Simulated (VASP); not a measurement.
**BaLi2S2: single point with PBE**

BaLi2S2:

```xyz
5
Lattice="4.1372 0.0000 0.0000 -2.0686 3.5829 0.0000 0.0000 0.0000 6.7036" Properties=species:S:1:pos:R:3 pbc="T T T"
Ba    0.0000    0.0000    0.0000
Li    2.0686    1.1943    5.0131
Li    0.0000    2.3886    1.6905
S     2.0686    1.1943    2.4208
S     0.0000    2.3886    4.2829
```

The cell was built from a structure type or drawn by symmetry, and may not be a known phase.

```json
{
  "Program": "VASP 6.6.1",
  "Task": "single point",
  "Functional": "PBE",
  "Potentials or basis": "VASP PAW PBE potentials, release 64 (Ba_sv, Li_sv, S)",
  "Cutoff": "520 eV",
  "k mesh": "6 × 6 × 4",
  "Occupations": "gaussian, width 0.1 eV",
  "Spin": "no spin polarisation",
  "Dipole correction": "no",
  "Further INCAR settings": "ALGO = Normal; EDIFF = 1e-06; NBANDS = 22"
}
```

The largest force is 3.886 eV/Å. The band gap on the k mesh is 0.25 eV (least direct gap 0.36 eV).

Forces in eV/Å, atoms in the order of the input:
```
Ba   0.000  0.000  0.000
Li   0.000  0.000 -2.369
Li   0.000  0.000  2.369
S    0.000  0.000 -3.886
S    0.000  0.000  3.886
```

Levels at points of the mesh, in eV from the valence-band top:
```
           k point  band 11  band 12  band 13  band 14  band 15  band 16  band 17  band 18
(0.00, 0.00, 0.00)    -1.51    -0.29     0.00     0.00     0.72     2.31     2.31     4.02
(0.50, 0.00, 0.00)    -2.02    -1.47    -0.67    -0.10     0.45     3.88     4.48     4.70
(0.00, 0.00, 0.50)    -1.30    -1.30    -0.44    -0.44     0.72     2.20     2.20     4.72
(0.50, 0.00, 0.50)    -2.29    -0.99    -0.22    -0.11     0.25     3.87     4.04     4.07
```

Run time: 32 s on 1 thread of AMD EPYC 9R45 96-Core Processor (Zen 5), on a shared host, peak memory 0.21 GiB.

Caveat: spin-orbit coupling is left out, which moves the levels of the heavy elements; forces of over 1 eV/Å act on the atoms, so gaps and moduli don't describe the material at rest. A k mesh can miss the band edges.
